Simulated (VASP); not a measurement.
# Li3Dy in VASP: notebook

The runs below take Li3Dy through single point, relaxation of cell and atoms, with PBE.

All numbers are computed with VASP 6.6.1; they aren't measurements. Logs are shortened: lines on timing, memory, paths and dates and some standing lists are left out, and cuts for length are marked.

## 1. The cell of the first run

The structure is tetragonal, space group P4/mmm (No. 123). Conventional cell: a = 4.123 Å, b = 4.123 Å, c = 6.001 Å, α = 90.00°, β = 90.00°, γ = 90.00°. Li (site symmetry 4/mmm) has 6 Li at 2.92 to 3.00 Å within 3.8 Å. Within 3.8 Å of Li (site symmetry 4/mmm) lie 4 Li at 2.92 Å and 2 Dy at 3.00 Å. Li (site symmetry 4/mmm) has 4 Dy at 2.92 Å and 2 Li at 3.00 Å within 3.8 Å. Dy (site symmetry 4/mmm) has 6 Li at 2.92 to 3.00 Å within 3.8 Å.

## 2. Single point, PBE

Contents of INCAR:

```
ALGO = Normal ; EDIFF = 1E-6
ENCUT = 750 ; GGA = PE
GGA_COMPAT = False ; ISIF = 2
ISMEAR = 0 ; LASPH = True
LCHARG = False ; LMAXMIX = 6
LREAL = False ; LWAVE = False
NBANDS = 28 ; NELM = 200
PREC = Accurate ; SIGMA = 0.2
```

Contents of KPOINTS:

```
k-points
0
Gamma
  6 6 2
```

Contents of POSCAR:

```
Li3Dy
1.0
    4.1233424185      0.0000000000      0.0000000000
    0.0000000000      4.1233424185      0.0000000000
    0.0000000000      0.0000000000     12.0023123415
Li Dy
6 2
Direct
    0.0000000000      0.0000000000      0.0000000000
    0.0000000000      0.0000000000      0.5000000000
    0.5000000000      0.5000000000      0.0000000000
    0.5000000000      0.5000000000      0.5000000000
    0.0000000000      0.0000000000      0.2500000000
    0.0000000000      0.0000000000      0.7500000000
    0.5000000000      0.5000000000      0.2500000000
    0.5000000000      0.5000000000      0.7500000000
```

Potentials or basis: VASP PAW PBE potentials, release 64 (Li_sv, Dy_3), 4f in core.

Run with:

```console
cat potpaw_PBE.64/Li_sv/POTCAR potpaw_PBE.64/Dy_3/POTCAR > POTCAR
mpirun -np 1 vasp_std > vasp.out
```

OUTCAR:

```text
EDIFF = 1E-6
   ENCUT = 750
   GGA = PE
   ISIF = 2
   ISMEAR = 0
   LASPH = True
   LREAL = False
   NELM = 200
   PREC = Accurate

 ion  position               nearest neighbor table
   1  0.000  0.000  0.000-
   2  0.000  0.000  0.500-
   3  0.500  0.500  0.000-   7 3.00   8 3.00
   4  0.500  0.500  0.500-   7 3.00   8 3.00
   5  0.000  0.000  0.250-   7 2.92   7 2.92   7 2.92   7 2.92
   6  0.000  0.000  0.750-   8 2.92   8 2.92   8 2.92   8 2.92
   7  0.500  0.500  0.250-   5 2.92   5 2.92   5 2.92   5 2.92   3 3.00   4 3.00
   8  0.500  0.500  0.750-   6 2.92   6 2.92   6 2.92   6 2.92   3 3.00   4 3.00

  LATTYP: Found a simple tetragonal cell.
 ALAT       =     4.1233424185
 C/A-ratio  =     2.9108211551

  Lattice vectors:

 A1 = (   4.1233424185,   0.0000000000,   0.0000000000)
 A2 = (   0.0000000000,   4.1233424185,   0.0000000000)
 A3 = (   0.0000000000,   0.0000000000,  12.0023123415)

Analysis of symmetry for initial positions (statically):
=====================================================================
 Subroutine PRICEL returns following result:

  LATTYP: Found a simple tetragonal cell.
 ALAT       =     4.1233424185
 C/A-ratio  =     1.4554105776

  Lattice vectors:

 A1 = (   4.1233424185,   0.0000000000,   0.0000000000)
 A2 = (   0.0000000000,   4.1233424185,   0.0000000000)
 A3 = (   0.0000000000,   0.0000000000,   6.0011561707)

   2 primitive cells build up your supercell.

 Routine SETGRP: Setting up the symmetry group for a
 simple tetragonal supercell.

 Subroutine GETGRP returns: Found 16 space group operations
 (whereof 16 operations were pure point group operations)
 out of a pool of 16 trial point group operations.

The static configuration has the point symmetry D_4h.

Analysis of symmetry for dynamics (positions and initial velocities):
=====================================================================
 Subroutine PRICEL returns following result:

  LATTYP: Found a simple tetragonal cell.
 ALAT       =     4.1233424185
 C/A-ratio  =     1.4554105776

  Lattice vectors:

 A1 = (   4.1233424185,   0.0000000000,   0.0000000000)
 A2 = (   0.0000000000,   4.1233424185,   0.0000000000)
 A3 = (   0.0000000000,   0.0000000000,   6.0011561707)

   2 primitive cells build up your supercell.

 Routine SETGRP: Setting up the symmetry group for a
 simple tetragonal supercell.

 Subroutine GETGRP returns: Found 16 space group operations
 (whereof 16 operations were pure point group operations)
 out of a pool of 16 trial point group operations.

The dynamic configuration has the point symmetry D_4h.

 Subroutine INISYM returns: Found 16 space group operations
 (whereof 16 operations are pure point group operations),
 and found     2 'primitive' translations

----------------------------------------------------------------------------------------

                                     Primitive cell

  volume of cell :     102.0314

  direct lattice vectors                    reciprocal lattice vectors
     4.123342419  0.000000000  0.000000000     0.242521697  0.000000000  0.000000000
     0.000000000  4.123342419  0.000000000     0.000000000  0.242521697  0.000000000
     0.000000000  0.000000000  6.001156171     0.000000000  0.000000000  0.166634557

  length of vectors
     4.123342419  4.123342419  6.001156171     0.242521697  0.242521697  0.166634557

  position of ions in fractional coordinates (direct lattice)
     0.000000000  0.000000000  0.000000000
     0.500000000  0.500000000  0.000000000
     0.000000000  0.000000000  0.500000000
     0.500000000  0.500000000  0.500000000

  ion indices of the primitive-cell ions
   primitive index   ion index
                 1           1
                 2           3
                 3           5
                 4           7

----------------------------------------------------------------------------------------

 KPOINTS: k-points

Automatic generation of k-mesh.
 Grid dimensions read from file:
 generate k-points for:    6    6    2

 Generating k-lattice:

  Cartesian coordinates                     Fractional coordinates (reciprocal lattice)
     0.040420283  0.000000000  0.000000000     0.166666667  0.000000000  0.000000000
     0.000000000  0.040420283  0.000000000     0.000000000  0.166666667  0.000000000
     0.000000000  0.000000000  0.041658639     0.000000000  0.000000000  0.500000000

  Length of vectors
     0.040420283  0.040420283  0.041658639

  Shift w.r.t. Gamma in fractional coordinates (k-lattice)
     0.000000000  0.000000000  0.000000000

 Subroutine IBZKPT returns following result:
 ===========================================

 Found     20 irreducible k-points:

 Following reciprocal coordinates:
            Coordinates               Weight
  0.000000  0.000000  0.000000      1.000000
  0.166667  0.000000  0.000000      4.000000
  0.333333  0.000000  0.000000      4.000000
  0.500000  0.000000  0.000000      2.000000
  0.166667  0.166667  0.000000      4.000000
  0.333333  0.166667  0.000000      8.000000
[... 12 lines left out ...]
  0.500000  0.333333  0.500000      4.000000
  0.500000  0.500000  0.500000      1.000000
   k-points           NKPTS =     20   k-points in BZ     NKDIM =     20   number of bands    NBANDS=     28
   number of dos      NEDOS =    301   number of ions     NIONS =      8
   total plane-waves  NPLWV = 172800
   dimension x,y,z NGX =    40 NGY =   40 NGZ =  108
   dimension x,y,z NGXF=    80 NGYF=   80 NGZF=  216
   ions per type =               6   2
   NGX,Y,Z   is equivalent  to a cutoff of  16.13, 16.13, 14.96 a.u.
   NGXF,Y,Z  is equivalent  to a cutoff of  32.25, 32.25, 29.92 a.u.
 SYSTEM =  unknown system
   PREC   = accura    normal or accurate (medium, high low for compatibility)
   ISTART =      0    job   : 0-new  1-cont  2-samecut
   ICHARG =      2    charge: 1-file 2-atom 10-const
   ISPIN  =      1    spin polarized calculation?
   LNONCOLLINEAR =      F non collinear calculations
   LSORBIT =      F    spin-orbit coupling
   LASPH  =      T    aspherical Exc in radial PAW
   ENCUT  =  750.0 eV  55.12 Ry    7.42 a.u.   9.21  9.21 26.80*2*pi/ulx,y,z
   NELM   =    200;   NELMIN=  2; NELMDL= -5     # of ELM steps
   EDIFF  = 0.1E-05   stopping-criterion for ELM
   LREAL  =      F    real-space projection
   EDIFFG = 0.1E-04   stopping-criterion for IOM
   NSW    =      0    number of steps for IOM
   IBRION =     -1    ionic relax: 0-MD 1-quasi-New 2-CG
   NFREE  =      0    steps in history (QN), initial steepest desc. (CG)
   ISIF   =      2    stress and relaxation
   ISYM   =      2    0-nonsym 1-usesym 2-fastsym
   POTIM  = 0.5000    time-step for ionic-motion
   TEBEG  =    0.0;   TEEND  =   0.0 temperature during run
   PSTRESS=    0.0 pullay stress
   NELECT =      36.0000    total number of electrons
   NUPDOWN=      -1.0000    fix difference up-down
   EMIN   =  10.00;   EMAX   =-10.00  energy-range for DOS
   EFERMI =   0.00;   METHOD = LEGACY
   ISMEAR =     0;   SIGMA  =   0.20  broadening in eV -4-tet -1-fermi 0-gaus
   EFERMI_NEDOS =   21; number of points for ismear=-14 and -15
   IALGO  =     38    algorithm
   IMIX   =      4    mixing-type and parameters
     AMIX     =   0.40;   BMIX     =  1.00
     AMIX_MAG =   1.60;   BMIX_MAG =  1.00
  volume/ion in A,a.u.               =      25.51       172.14
  Fermi-wavevector in a.u.,A,eV,Ry     =   0.918166  1.735082 11.470097  0.843028
  Thomas-Fermi vector in A             =   2.043217
   LORBIT       =      0    0 simple, 1 ext, 2 COOP (PROOUT), +10 PAW based schemes
   GGA     = PE    functional components
   LHFCALC =     F    Hartree Fock is set to
   AEXX    =    0.0000 exact exchange contribution
   IVDW    =     0    specifies the selected vdW correction
   LEPSILON=     F    determine dielectric tensor
   LRPA    =     F    only Hartree local field effects (RPA)
 non-spin polarized calculation
 Gauss-broadening in eV      SIGMA  =   0.20
  energy-cutoff  :      750.00
  volume of cell :      204.06
 maximum number of plane-waves:      9558
 NGX is ok and might be reduce to    40
   NGX = 19   NGY = 19   NGZ = 53

 number of electron      35.9999966 magnetization

 Free energy of the ion-electron system (eV)
  ---------------------------------------------------
  ext. energy  EPLUGINS =         0.00000000
  ---------------------------------------------------
  free energy    TOTEN  =       -16.89989935 eV

  energy without entropy =      -16.69302298  energy(sigma->0) =      -16.79646116

 E-fermi :   1.0540     XC(G=0):  -7.7316

 val. band max:        1.0502475134   @ k =   0.3333   0.3333   0.0000
 cond. band min:       1.0881107971   @ k =   0.5000   0.1667   0.5000
 fundamental gap:      0.0378632837
 Fermi energy:         1.0540022848

 k-point     1 :       0.0000    0.0000    0.0000
  band No.  band energies     occupation
      1     -45.9529      2.00000
      2     -45.9529      2.00000
      3     -45.3650      2.00000
      4     -45.3650      2.00000
      5     -45.1476      2.00000
      6     -45.1475      2.00000
[... 20 lines left out ...]
     27       4.2884      0.00000
     28       4.2884      0.00000

 k-point     2 :       0.1667    0.0000    0.0000
  band No.  band energies     occupation
      1     -45.9529      2.00000
      2     -45.9528      2.00000
      3     -45.3651      2.00000
      4     -45.3650      2.00000
      5     -45.1476      2.00000
      6     -45.1475      2.00000
[... 20 lines left out ...]
     27       3.4220      0.00000
     28       4.9372      0.00000

 k-point     3 :       0.3333    0.0000    0.0000
  band No.  band energies     occupation
      1     -45.9527      2.00000
      2     -45.9527      2.00000
      3     -45.3651      2.00000
      4     -45.3650      2.00000
      5     -45.1477      2.00000
      6     -45.1476      2.00000
[... 20 lines left out ...]
     27       3.5041      0.00000
     28       4.4462      0.00000

 k-point     4 :       0.5000    0.0000    0.0000
  band No.  band energies     occupation
      1     -45.9527      2.00000
      2     -45.9526      2.00000
      3     -45.3651      2.00000
      4     -45.3651      2.00000
      5     -45.1477      2.00000
      6     -45.1476      2.00000
[... 20 lines left out ...]
     27       3.9397      0.00000
     28       4.3562      0.00000

 k-point     5 :       0.1667    0.1667    0.0000
  band No.  band energies     occupation
      1     -45.9528      2.00000
      2     -45.9528      2.00000
      3     -45.3651      2.00000
      4     -45.3650      2.00000
      5     -45.1476      2.00000
      6     -45.1475      2.00000
[... 20 lines left out ...]
     27       3.7669      0.00000
     28       3.8218      0.00000

 k-point     6 :       0.3333    0.1667    0.0000
  band No.  band energies     occupation
      1     -45.9527      2.00000
      2     -45.9526      2.00000
      3     -45.3651      2.00000
      4     -45.3650      2.00000
      5     -45.1476      2.00000
      6     -45.1475      2.00000
[... 339 lines left out ...]
      5     -45.1476      2.00000
      6     -45.1476      2.00000
[... 20 lines left out ...]
     27       4.2007      0.00000
     28       4.2010      0.00000

 k-point    18 :       0.3333    0.3333    0.5000
  band No.  band energies     occupation
      1     -45.9526      2.00000
      2     -45.9526      2.00000
      3     -45.3650      2.00000
      4     -45.3650      2.00000
      5     -45.1474      2.00000
      6     -45.1474      2.00000
[... 20 lines left out ...]
     27       4.0769      0.00000
     28       4.1444      0.00000

 k-point    19 :       0.5000    0.3333    0.5000
  band No.  band energies     occupation
      1     -45.9526      2.00000
      2     -45.9526      2.00000
      3     -45.3650      2.00000
      4     -45.3650      2.00000
      5     -45.1474      2.00000
      6     -45.1474      2.00000
[... 20 lines left out ...]
     27       4.0476      0.00000
     28       4.0552      0.00000

 k-point    20 :       0.5000    0.5000    0.5000
  band No.  band energies     occupation
      1     -45.9525      2.00000
      2     -45.9525      2.00000
      3     -45.3650      2.00000
      4     -45.3650      2.00000
      5     -45.1473      2.00000
      6     -45.1473      2.00000
[... 20 lines left out ...]
     27       4.0649      0.00000
     28       4.0689      0.00000

------------------------ aborting loop because EDIFF is reached ----------------------------------------

  FORCE on cell =-STRESS in cart. coord.  units (eV):
  Direction    XX          YY          ZZ          XY          YZ          ZX
  --------------------------------------------------------------------------------------
  -------------------------------------------------------------------------------------
  Total       -0.0232820     -0.0232820     -0.0754852      0.0000000     -0.0000000      0.0000000
  in kB       -0.1827964     -0.1827964     -0.5926645      0.0000000     -0.0000000      0.0000000
  external PRESSURE =      -0.3194191 kB  Pullay stress =       0.0000000 kB

 VOLUME and BASIS-vectors are now :
 -----------------------------------------------------------------------------
  energy-cutoff  :      750.00
  volume of cell :      204.06
      direct lattice vectors                 reciprocal lattice vectors
     4.123342419  0.000000000  0.000000000     0.242521697  0.000000000  0.000000000
     0.000000000  4.123342419  0.000000000     0.000000000  0.242521697  0.000000000
     0.000000000  0.000000000 12.002312341     0.000000000  0.000000000  0.083317278

 POSITION                                       TOTAL-FORCE (eV/Angst)
 -----------------------------------------------------------------------------------
      0.00000      0.00000      0.00000         0.000000      0.000000     -0.000000
      0.00000      0.00000      6.00116         0.000000      0.000000     -0.000000
      2.06167      2.06167      0.00000         0.000000      0.000000      0.000000
      2.06167      2.06167      6.00116         0.000000      0.000000      0.000000
      0.00000      0.00000      3.00058         0.000000      0.000000     -0.000000
      0.00000      0.00000      9.00173         0.000000      0.000000     -0.000000
      2.06167      2.06167      3.00058         0.000000     -0.000000     -0.000000
      2.06167      2.06167      9.00173        -0.000000     -0.000000     -0.000000
 -----------------------------------------------------------------------------------
    total drift:                               -0.000000     -0.000000      0.000000

  FREE ENERGIE OF THE ION-ELECTRON SYSTEM (eV)
  ---------------------------------------------------
  free  energy   TOTEN  =       -16.8998993476 eV

  energy  without entropy=      -16.6930229766  energy(sigma->0) =      -16.79646116
```

Run time: 3.3 min. Hardware: 1 thread of Intel Xeon Platinum 8375C at 2.90GHz (Ice Lake), shared host; peak memory 0.51 GiB.

What came out:

* Free energy: -16.8999 eV
* Pressure: 0.0 GPa
* Band gap on the k mesh: zero (bands 18 and 19 overlap by 0.41 eV)

Caveat: spin-orbit coupling is left out, which moves the levels of the heavy elements; the 4f electrons are frozen in the core, so they carry no moment and show no levels. Spin polarisation is off, so any magnetic state and its effect on volume and gap are missing.

(Continued in part 2 of 2.)

The gap in the log of VASP goes by the Fermi energy; the results here count the filled bands.